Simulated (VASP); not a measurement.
Set up this calculation in VASP 6.6.1, as the native input.

```yaml
Task: relaxation of the atoms
Functional: PBE
Potentials_or_basis: VASP PAW PBE potentials, release 64 (Si)
Cutoff: 520 eV
k_mesh: 2 × 2 × 2
Occupations: fermi-dirac, width 0.05 eV
Spin: no spin polarisation
Dipole_correction: no
Further_INCAR_settings: LREAL = Auto; ALGO = Normal; EDIFF = 1e-07; IBRION = 2; EDIFFG = -0.03; NSW = 80
```

The structure of Si (a cell with a defect) lies in POSCAR:

```
Si
1.0
    0.0000000000      5.4300000000      5.4300000000
    5.4300000000      0.0000000000      5.4300000000
    5.4300000000      5.4300000000      0.0000000000
Si
17
Direct
    0.0000000000      0.0000000000      0.0000000000
    0.1250000000      0.1250000000      0.1250000000
    0.0000000000      0.0000000000      0.5000000000
    0.1250000000      0.1250000000      0.6250000000
    0.0000000000      0.5000000000      0.0000000000
    0.1250000000      0.6250000000      0.1250000000
    0.0000000000      0.5000000000      0.5000000000
    0.1250000000      0.6250000000      0.6250000000
    0.5000000000      0.0000000000      0.0000000000
    0.6250000000      0.1250000000      0.1250000000
    0.5000000000      0.0000000000      0.5000000000
    0.6250000000      0.1250000000      0.6250000000
    0.5000000000      0.5000000000      0.0000000000
    0.6250000000      0.6250000000      0.1250000000
    0.5000000000      0.5000000000      0.5000000000
    0.6250000000      0.6250000000      0.6250000000
    0.2413789000      0.2529692000      0.7491554000
```

One way to write it, as run:

INCAR

```
  PREC = Accurate
  ENCUT = 520
  EDIFF = 1E-7
  ISMEAR = -1
  SIGMA = 0.05
  LREAL = Auto
  LASPH = True
  NELM = 100
  ALGO = Normal
  ISIF = 2
  LWAVE = False
  LCHARG = False
  GGA = PE
  IBRION = 2
  NSW = 80
  EDIFFG = -0.03
```

KPOINTS

```
Automatic mesh
0
Gamma
  2 2 2
```

Potentials or basis: VASP PAW PBE potentials, release 64 (Si).

Run with:

```console
$ cat potpaw_PBE.64/Si/POTCAR > POTCAR
$ mpirun -np 1 vasp_std > vasp.out
```

It gave:

The energy gained by relaxing is 8.0 meV/atom. The ionic steps are 7, the pressure after relaxing is 5.3 GPa and the largest force after relaxing is 0.024 eV/Å. The band gap on the k mesh is zero (bands 34 and 35 overlap by 0.25 eV).

Caveat: the k points lie up to 0.50 Å⁻¹ apart.

Run time: 24 min on 1 thread of Intel Xeon 8259CL, on a shared host, peak memory 0.54 GiB.
